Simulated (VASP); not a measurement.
# Dy2B (P4/nmm) in VASP: notebook

Runs on Dy2B. Level: PBE. Tasks: relaxation of cell and atoms, single point.

Everything below comes from runs of VASP 6.6.1. Logs are shortened: lines on timing, memory, paths and dates and some standing lists are left out, and cuts for length are marked.

### Step 1. The cell of the first run

It takes space group P4/nmm (No. 129, tetragonal). Conventional cell: a = 4.315 Å, b = 4.315 Å, c = 6.783 Å, α = 90.00°, β = 90.00°, γ = 90.00°. Dy (site symmetry 4mm) has 5 B at 2.48 to 3.20 Å and 8 Dy at 3.40 to 3.41 Å within 3.5 Å. Dy (site symmetry -4m2) has 4 B at 2.73 Å and 8 Dy at 3.05 to 3.40 Å within 3.6 Å. Within 3.3 Å of B (site symmetry 4mm) lie 9 Dy at 2.48 to 3.20 Å.

The cell was built from a structure type or drawn by symmetry, and may not be a known phase.

### Step 2. Relaxation of cell and atoms, PBE

File INCAR:

```
PREC = Accurate ; ENCUT = 500
EDIFF = 1E-7 ; ISMEAR = 0
SIGMA = 0.1 ; LREAL = F
LASPH = T ; NELM = 200
ALGO = Normal ; ISIF = 3
LWAVE = F ; LCHARG = F
GGA = PE ; IBRION = 2
NSW = 90 ; EDIFFG = -0.04
GGA_COMPAT = F ; NELMIN = 4
LMAXMIX = 6
```

File KPOINTS:

```
Automatic mesh
0
Gamma
  4 4 4
```

File POSCAR:

```
Dy2B
1.0
    4.3154285118      0.0000000000      0.0000000000
    0.0000000000      4.3154285118      0.0000000000
    0.0000000000      0.0000000000      6.7827109325
Dy B
4 2
Direct
    0.0000000000      0.5000000000      0.3872447796
    0.5000000000      0.0000000000      0.6127552204
    0.0000000000      0.0000000000      0.0000000000
    0.5000000000      0.5000000000      0.0000000000
    0.0000000000      0.5000000000      0.7534490493
    0.5000000000      0.0000000000      0.2465509507
```

Potentials or basis: VASP PAW PBE potentials, release 64 (Dy_3, B), 4f in core.

Started as:

```sh
$ cat potpaw_PBE.64/Dy_3/POTCAR potpaw_PBE.64/B/POTCAR > POTCAR
$ mpirun -np 1 vasp_std > vasp.out
```

OUTCAR:

```text
PREC = Accurate
   ENCUT = 500
   EDIFF = 1E-7
   ISMEAR = 0
   LREAL = F
   LASPH = T
   NELM = 200
   ISIF = 3
   GGA = PE
   IBRION = 2
   NSW = 90
   EDIFFG = -0.04
   NELMIN = 4

 ion  position               nearest neighbor table
   1  0.000  0.500  0.387-   5 2.48   4 3.40   3 3.40   3 3.40   4 3.40   2 3.41   2 3.41   2 3.41
                             2 3.41
   2  0.500  0.000  0.613-   6 2.48   4 3.40   3 3.40   4 3.40   3 3.40   1 3.41   1 3.41   1 3.41
                             1 3.41
   3  0.000  0.000  0.000-   5 2.73   6 2.73   5 2.73   6 2.73   4 3.05   4 3.05   4 3.05   4 3.05
                             2 3.40   1 3.40   2 3.40   1 3.40
   4  0.500  0.500  0.000-   5 2.73   6 2.73   6 2.73   5 2.73   3 3.05   3 3.05   3 3.05   3 3.05
                             1 3.40   2 3.40   2 3.40   1 3.40
   5  0.000  0.500  0.753-   1 2.48   3 2.73   4 2.73   3 2.73   4 2.73
   6  0.500  0.000  0.247-   2 2.48   3 2.73   4 2.73   4 2.73   3 2.73

  LATTYP: Found a simple tetragonal cell.
 ALAT       =     4.3154285118
 C/A-ratio  =     1.5717352087

  Lattice vectors:

 A1 = (   4.3154285118,   0.0000000000,   0.0000000000)
 A2 = (   0.0000000000,   4.3154285118,   0.0000000000)
 A3 = (   0.0000000000,   0.0000000000,   6.7827109325)

Analysis of symmetry for initial positions (statically):
=====================================================================
 Subroutine PRICEL returns:
 Original cell was already a primitive cell.

 Routine SETGRP: Setting up the symmetry group for a
 simple tetragonal supercell.

 Subroutine GETGRP returns: Found 16 space group operations
 (whereof  8 operations were pure point group operations)
 out of a pool of 16 trial point group operations.

The static configuration has the point symmetry D_2d.
 The point group associated with its full space group is D_4h.

Analysis of symmetry for dynamics (positions and initial velocities):
=====================================================================
 Subroutine PRICEL returns:
[... 171 lines left out ...]
  external PRESSURE =       1.9031339 kB  Pullay stress =       0.0000000 kB

 VOLUME and BASIS-vectors are now :
 -----------------------------------------------------------------------------
  energy-cutoff  :      500.00
  volume of cell :      126.31
      direct lattice vectors                 reciprocal lattice vectors
     4.315428512  0.000000000  0.000000000     0.231726698  0.000000000  0.000000000
     0.000000000  4.315428512  0.000000000     0.000000000  0.231726698  0.000000000
     0.000000000  0.000000000  6.782710932     0.000000000  0.000000000  0.147433675

 POSITION                                       TOTAL-FORCE (eV/Angst)
 -----------------------------------------------------------------------------------
      0.00000      2.15771      2.62657        -0.000000      0.000000      0.015340
      2.15771      0.00000      4.15614        -0.000000     -0.000000     -0.015340
      0.00000      0.00000      0.00000        -0.000000     -0.000000     -0.000000
      2.15771      2.15771      0.00000         0.000000      0.000000     -0.000000
      0.00000      2.15771      5.11043        -0.000000     -0.000000      0.054456
      2.15771      0.00000      1.67228        -0.000000     -0.000000     -0.054456
 -----------------------------------------------------------------------------------
    total drift:                                0.000000     -0.000000     -0.000000

  FREE ENERGIE OF THE ION-ELECTRON SYSTEM (eV)
  ---------------------------------------------------
  free  energy   TOTEN  =       -30.7065615969 eV

  energy  without entropy=      -30.6629355875  energy(sigma->0) =      -30.68474859

--------------------------------------- Ionic step        2  -------------------------------------------

 number of electron      42.0000004 magnetization

 Free energy of the ion-electron system (eV)
  ---------------------------------------------------
  ext. energy  EPLUGINS =         0.00000000
  ---------------------------------------------------
  free energy    TOTEN  =       -30.70704232 eV

  energy without entropy =      -30.66303503  energy(sigma->0) =      -30.68503867

 E-fermi :   4.0277     XC(G=0): -10.5444

 val. band max:        4.0161810235   @ k =   0.0000   0.0000   0.2500
 cond. band min:       4.0349961242   @ k =   0.2500   0.0000   0.0000
 fundamental gap:      0.0188151007
 Fermi energy:         4.0276983601

 k-point     1 :       0.0000    0.0000    0.0000
  band No.  band energies     occupation
      1     -19.6252      2.00000
      2     -19.6252      2.00000
      3     -19.5276      2.00000
      4     -19.4304      2.00000
      5     -19.3857      2.00000
      6     -19.3857      2.00000
[... 493 lines left out ...]
     24       4.5094      0.00000
     25       5.1196      0.00000

------------------------ aborting loop because EDIFF is reached ----------------------------------------

  FORCE on cell =-STRESS in cart. coord.  units (eV):
  Direction    XX          YY          ZZ          XY          YZ          ZX
  --------------------------------------------------------------------------------------
  -------------------------------------------------------------------------------------
  Total       -0.0139293     -0.0139293     -0.0627451      0.0000000     -0.0000000      0.0000000
  in kB       -0.1760429     -0.1760429     -0.7929918      0.0000000     -0.0000000      0.0000000
  external PRESSURE =      -0.3816925 kB  Pullay stress =       0.0000000 kB

 VOLUME and BASIS-vectors are now :
 -----------------------------------------------------------------------------
  energy-cutoff  :      500.00
  volume of cell :      126.77
      direct lattice vectors                 reciprocal lattice vectors
     4.320052754  0.000000000  0.000000000     0.231478655  0.000000000  0.000000000
     0.000000000  4.320052754  0.000000000     0.000000000  0.231478655  0.000000000
     0.000000000  0.000000000  6.792722670     0.000000000 -0.000000000  0.147216374

 POSITION                                       TOTAL-FORCE (eV/Angst)
 -----------------------------------------------------------------------------------
      4.32005      2.16003      2.63119        -0.000000     -0.000000      0.026818
      2.16003      4.32005      4.16154         0.000000      0.000000     -0.026818
      4.32005      4.32005      6.79272        -0.000000     -0.000000      0.000000
      2.16003      2.16003      6.79272        -0.000000     -0.000000      0.000000
      4.32005      2.16003      5.12060        -0.000000      0.000000      0.035400
      2.16003      4.32005      1.67212        -0.000000      0.000000     -0.035400
 -----------------------------------------------------------------------------------
    total drift:                                0.000000      0.000000     -0.000000

  FREE ENERGIE OF THE ION-ELECTRON SYSTEM (eV)
  ---------------------------------------------------
  free  energy   TOTEN  =       -30.7070423199 eV

  energy  without entropy=      -30.6630350260  energy(sigma->0) =      -30.68503867

 reached required accuracy - stopping structural energy minimisation
```

OSZICAR:

```text
N       E                     dE             d eps       ncg     rms          rms(c)
DAV:   1     0.214301328017E+03    0.21430E+03   -0.19138E+04   956   0.149E+03
DAV:   2    -0.467754095282E+01   -0.21898E+03   -0.21718E+03   916   0.464E+02
DAV:   3    -0.318949947946E+02   -0.27217E+02   -0.26740E+02  1280   0.775E+01
DAV:   4    -0.333965262463E+02   -0.15015E+01   -0.14804E+01  1264   0.187E+01
[... 19 lines left out ...]
DAV:   5    -0.307070456818E+02    0.29686E-04   -0.10153E-04  1136   0.730E-02    0.171E-02
DAV:   6    -0.307070438716E+02    0.18101E-05   -0.10973E-05  1243   0.231E-02    0.111E-02
DAV:   7    -0.307070424814E+02    0.13902E-05   -0.98206E-07  1044   0.615E-03    0.412E-03
DAV:   8    -0.307070422806E+02    0.20088E-06   -0.17281E-07   584   0.277E-03    0.126E-03
DAV:   9    -0.307070423199E+02   -0.39338E-07   -0.32981E-08   519   0.177E-03
   2 F= -.30707042E+02 E0= -.30685039E+02  d E =-.480723E-03
```

Wall time 61 s (1 thread of Intel Xeon Platinum 8559C (Emerald Rapids), shared host); peak memory 0.24 GiB.

Results:

- Free energy: -30.7070 eV
- Relaxed volume: 21.13 Å³/atom
- Relaxed cell: a = 4.320 Å, b = 4.320 Å, c = 6.793 Å, α = 90.00°, β = 90.00°, γ = 90.00°
- Space group after relaxing (to 0.1 Å): P4/nmm (No. 129)
- Energy gained by relaxing: 0.1 meV/atom
- Ionic steps: 2
- Pressure after relaxing: 0.0 GPa
- Largest force after relaxing: 0.035 eV/Å
- Band gap on the k mesh: zero (bands 21 and 22 overlap by 0.81 eV)

Forces on the atoms (eV/Å):
```
Dy   0.000  0.000  0.027
Dy   0.000  0.000 -0.027
Dy   0.000  0.000  0.000
Dy   0.000  0.000  0.000
B    0.000  0.000  0.035
B    0.000  0.000 -0.035
```

The path:
| step | energy change (eV) | largest force (eV/Å) | pressure (GPa) | volume (Å³) |
| --- | --- | --- | --- | --- |
| 1 | 0.0000 | 0.0545 | 0.19 | 126.31 |
| 2 | -0.0005 | 0.0354 | -0.04 | 126.77 |

Final structure:
```
Dy B
1.0
     4.32005    0.00000    0.00000
     0.00000    4.32005    0.00000
     0.00000    0.00000    6.79272
Dy B
4 2
Direct
  0.00000 0.50000 0.38735
  0.50000 0.00000 0.61265
  0.00000 0.00000 0.00000
  0.50000 0.50000 0.00000
  0.00000 0.50000 0.75384
  0.50000 0.00000 0.24616
```

Caveat: the k points lie up to 0.36 Å⁻¹ apart in the final cell, too coarse for converged energies and pressures of a metal; spin-orbit coupling is left out, which moves the levels of the heavy elements; the 4f electrons are frozen in the core, so they carry no moment and show no levels.

### Step 3. Single point, PBE

This run uses another cell than the first one, of 20.98 Å³/atom.

File INCAR:

```
PREC = Accurate ; ENCUT = 500
EDIFF = 1E-6 ; ISMEAR = 0
SIGMA = 0.1 ; LREAL = False
LASPH = True ; NELM = 200
ALGO = Normal ; ISIF = 2
LWAVE = False ; LCHARG = False
GGA = PE ; NBANDS = 30
GGA_COMPAT = False ; LMAXMIX = 6
```

File KPOINTS:

```
regular mesh
0
Gamma
  10 10 6
```

File POSCAR:

```
Dy2B
1.0
    4.3131578619      0.0000000000      0.0000000000
    0.0000000000      4.3131578619      0.0000000000
    0.0000000000      0.0000000000      6.7675326359
Dy B
4 2
Direct
    0.0000000000      0.5000000000      0.3879169482
    0.5000000000      0.0000000000      0.6120830518
    0.0000000000      0.0000000000      0.0000000000
    0.5000000000      0.5000000000      0.0000000000
    0.0000000000      0.5000000000      0.7550258404
    0.5000000000      0.0000000000      0.2449741596
```

Potentials or basis: VASP PAW PBE potentials, release 64 (Dy_3, B), 4f in core.

Started as:

```sh
$ cat potpaw_PBE.64/Dy_3/POTCAR potpaw_PBE.64/B/POTCAR > POTCAR
$ mpirun -np 1 vasp_std > vasp.out
```

OUTCAR:

```text
PREC = Accurate
   ENCUT = 500
   EDIFF = 1E-6
   ISMEAR = 0
   LREAL = False
   LASPH = True
   NELM = 200
   ISIF = 2
   GGA = PE

 ion  position               nearest neighbor table
   1  0.000  0.500  0.388-   5 2.48   4 3.40   3 3.40   3 3.40   4 3.40   2 3.41   2 3.41   2 3.41
                             2 3.41
   2  0.500  0.000  0.612-   6 2.48   4 3.40   3 3.40   4 3.40   3 3.40   1 3.41   1 3.41   1 3.41
                             1 3.41
   3  0.000  0.000  0.000-   5 2.72   6 2.72   5 2.72   6 2.72   4 3.05   4 3.05   4 3.05   4 3.05
                             2 3.40   1 3.40   2 3.40   1 3.40
   4  0.500  0.500  0.000-   5 2.72   6 2.72   6 2.72   5 2.72   3 3.05   3 3.05   3 3.05   3 3.05
                             1 3.40   2 3.40   2 3.40   1 3.40
   5  0.000  0.500  0.755-   1 2.48   3 2.72   4 2.72   3 2.72   4 2.72
   6  0.500  0.000  0.245-   2 2.48   3 2.72   4 2.72   4 2.72   3 2.72

  LATTYP: Found a simple tetragonal cell.
 ALAT       =     4.3131578619
 C/A-ratio  =     1.5690435761

  Lattice vectors:

 A1 = (   4.3131578619,   0.0000000000,   0.0000000000)
 A2 = (   0.0000000000,   4.3131578619,   0.0000000000)
 A3 = (   0.0000000000,   0.0000000000,   6.7675326359)

Analysis of symmetry for initial positions (statically):
[... 191 lines left out ...]
 k-point     1 :       0.0000    0.0000    0.0000
  band No.  band energies     occupation
      1     -19.5827      2.00000
      2     -19.5827      2.00000
      3     -19.4908      2.00000
      4     -19.3952      2.00000
      5     -19.3316      2.00000
      6     -19.3316      2.00000
[... 781 lines left out ...]
     29       6.5924      0.00000
     30       7.0531      0.00000

 [... further k-points ...]

------------------------ aborting loop because EDIFF is reached ----------------------------------------

  FORCE on cell =-STRESS in cart. coord.  units (eV):
  Direction    XX          YY          ZZ          XY          YZ          ZX
  --------------------------------------------------------------------------------------
  -------------------------------------------------------------------------------------
  Total        0.2284878      0.2284878      0.4104760      0.0000000     -0.0000000      0.0000000
  in kB        2.9077194      2.9077194      5.2236888      0.0000000     -0.0000000      0.0000000
  external PRESSURE =       3.6797092 kB  Pullay stress =       0.0000000 kB

 VOLUME and BASIS-vectors are now :
 -----------------------------------------------------------------------------
  energy-cutoff  :      500.00
  volume of cell :      125.90
      direct lattice vectors                 reciprocal lattice vectors
     4.313157862  0.000000000  0.000000000     0.231848690  0.000000000  0.000000000
     0.000000000  4.313157862  0.000000000     0.000000000  0.231848690  0.000000000
     0.000000000  0.000000000  6.767532636     0.000000000  0.000000000  0.147764341

 POSITION                                       TOTAL-FORCE (eV/Angst)
 -----------------------------------------------------------------------------------
      0.00000      2.15658      2.62524         0.000000      0.000000      0.000871
      2.15658      0.00000      4.14229        -0.000000      0.000000     -0.000871
      0.00000      0.00000      0.00000         0.000000     -0.000000      0.000000
      2.15658      2.15658      0.00000         0.000000      0.000000      0.000000
      0.00000      2.15658      5.10966         0.000000     -0.000000      0.010345
      2.15658      0.00000      1.65787         0.000000      0.000000     -0.010345
 -----------------------------------------------------------------------------------
    total drift:                                0.000000     -0.000000      0.000000

  FREE ENERGIE OF THE ION-ELECTRON SYSTEM (eV)
  ---------------------------------------------------
  free  energy   TOTEN  =       -30.7905387383 eV

  energy  without entropy=      -30.7636075183  energy(sigma->0) =      -30.77707313
```

OSZICAR:

```text
N       E                     dE             d eps       ncg     rms          rms(c)
DAV:   1     0.214207159272E+03    0.21421E+03   -0.18480E+04  5280   0.125E+03
DAV:   2    -0.107230280539E+02   -0.22493E+03   -0.21896E+03  5040   0.409E+02
DAV:   3    -0.324589192725E+02   -0.21736E+02   -0.20562E+02  7400   0.683E+01
DAV:   4    -0.335201121245E+02   -0.10612E+01   -0.10446E+01  6832   0.143E+01
DAV:   5    -0.335412636728E+02   -0.21152E-01   -0.21093E-01  6952   0.205E+00    0.445E+01
DAV:   6    -0.307086876221E+02    0.28326E+01   -0.17859E+01  6768   0.139E+01    0.260E+01
DAV:   7    -0.308228161106E+02   -0.11413E+00   -0.19519E+00  6592   0.690E+00    0.124E+01
DAV:   8    -0.308058956884E+02    0.16920E-01   -0.56044E-01  6836   0.427E+00    0.164E+00
DAV:   9    -0.307903544023E+02    0.15541E-01   -0.86381E-02  6760   0.164E+00    0.679E-01
DAV:  10    -0.307910647384E+02   -0.71034E-03   -0.17487E-02  6498   0.626E-01    0.311E-01
DAV:  11    -0.307905478107E+02    0.51693E-03   -0.26682E-03  6336   0.231E-01    0.950E-02
DAV:  12    -0.307905404266E+02    0.73841E-05   -0.26819E-04  7072   0.885E-02    0.350E-02
DAV:  13    -0.307905388282E+02    0.15984E-05   -0.32959E-05  7348   0.353E-02    0.119E-02
DAV:  14    -0.307905387383E+02    0.89966E-07   -0.41917E-06  5640   0.131E-02
   1 F= -.30790539E+02 E0= -.30777073E+02  d E =-.269312E-01
```

stdout:

```text
POSCAR found type information on POSCAR DyB
 POSCAR found :  2 types and       6 ions
 scaLAPACK will be used
 LDA part: xc-table for (Slater+PW92), standard interpolation
 POSCAR, INCAR and KPOINTS ok, starting setup
 FFT: planning ... GRIDC
 FFT: planning ... GRID_SOFT
 FFT: planning ... GRID
 WAVECAR not read
 entering main loop
```

It took 2.3 min on 1 thread of Intel Xeon Platinum 8559C (Emerald Rapids), shared host; peak memory 0.38 GiB.

What came out:

* Free energy: -30.7905 eV
* Pressure: 0.4 GPa
* Largest force: 0.010 eV/Å
* Band gap on the k mesh: zero (bands 21 and 22 overlap by 0.96 eV)

Forces in eV/Å, atoms in the order of the input:
```
Dy   0.000  0.000  0.001
Dy   0.000  0.000 -0.001
Dy   0.000  0.000  0.000
Dy   0.000  0.000  0.000
B    0.000  0.000  0.010
B    0.000  0.000 -0.010
```

Stress tensor (GPa, compression positive):
```
0.29 0.00 0.00
0.00 0.29 0.00
0.00 0.00 0.52
```

Caveat: spin-orbit coupling is left out, which moves the levels of the heavy elements; the 4f electrons are frozen in the core, so they carry no moment and show no levels.
